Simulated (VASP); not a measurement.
Runs of VASP 6.6.1 on TiAl. The structure is that of space group Pm-3m (No. 221), or close to it. The cells are those of the table. 

| task | level | cell | k mesh | cutoff (eV) | smearing | dipole correction | grid for exact exchange (PRECFOCK) | share of exact exchange | tolerance level | gap on the mesh (eV) | pressure (GPa) |
| --- | --- | --- | --- | --- | --- | --- | --- | --- | --- | --- | --- |
| relaxation of cell and atoms | r2SCAN | relaxed to 10 GPa from a = 3.179 Å, 2 atoms | 8 × 8 × 8 | 600 | fermi-dirac 0.05 eV | no | - | - | - | none | 10.0 |
| single point | PBE | a = 3.179 Å, 2 atoms | 5 × 5 × 5 | 520 | fermi-dirac 0.06 eV | no | - | - | - | none | (a) |
| single point | r2SCAN | a = 3.173 Å, 2 atoms | 8 × 8 × 8 | 520 | fermi-dirac 0.05 eV | no | - | - | - | none | 0.0 |
| relaxation of cell and atoms | r2SCAN | relaxed from a = 3.179 Å, 2 atoms | 8 × 8 × 8 | 600 | fermi-dirac 0.05 eV | no | - | - | - | none | 0.0 |
| relaxation of cell and atoms | r2SCAN | relaxed to 30 GPa from a = 3.179 Å, 2 atoms | 8 × 8 × 8 | 600 | fermi-dirac 0.05 eV | no | - | - | - | none | 30.1 |
| single point | PBE0 | a = 3.179 Å, 2 atoms | 6 × 6 × 6 | 520 | fermi-dirac 0.05 eV | no | Normal | 0.25 | - | none | -2.7 |
| band structure | revPBE | a = 3.179 Å, 2 atoms | 9 × 9 × 9 | 320 | methfessel-paxton 0.1 eV | - | - | - | screening | - | 2.4 |

Alike in all rows: potentials or basis VASP PAW PBE potentials, release 64 (Ti_sv, Al); no spin polarisation.

**Question.** Fill in the values left out.

**Answer.** (a) 0.9.

Caveats: some runs use coarse meshes; the PAW data sets were made with another functional, which shifts forces and pressure a little (at least some runs); the cell is relaxed towards a set pressure, so the run minimises the enthalpy, not the energy (at least some runs); the cutoff is under 1.25 times the usual one of these potentials, so pressure, stress and relaxed cells hold a basis-set (Pulay) error (at least some runs).

A gap of «none» marks levels without a gap at the run's occupations.
